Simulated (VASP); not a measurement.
RbBr:

```
CELL_PARAMETERS angstrom
0.00000 3.86950 3.86950
3.79211 0.00000 3.86950
3.79211 3.86950 0.00000
ATOMIC_POSITIONS crystal
Rb 0.00000 0.00000 0.00000
Br 0.25000 0.25000 0.25000
```

This cell differs from its parent crystal: uniaxial x strain -2.0%.

Base run:

```yaml
Program: VASP 6.6.1
Functional: PBE
Potentials_or_basis: VASP PAW PBE potentials, release 64 (Rb_sv, Br)
Cutoff: 520 eV
k_mesh: 4 × 4 × 4
Occupations: gaussian, width 0.01 eV
Spin: no spin polarisation
```

Its results: band gap on the k mesh 4.10 eV (least direct gap 4.20 eV); pressure 0.4 GPa.

**Question.** The run is repeated on the same cell with these changes: functional from PBE to HSE06; further incar settings from ALGO = Normal; EDIFF = 1e-07; NBANDS = 15 to ALGO = Normal; EDIFF = 1e-06; NBANDS = 15. What comes out?

**Answer.** Band gap on the k mesh 5.20 eV (least direct gap 5.30 eV); pressure 0.3 GPa.

Caveats: the structure was generated, so it needn't be the stable form of RbBr; the PAW data sets were made with another functional, which shifts forces and pressure a little (at least some runs).

A k mesh can miss the band edges.
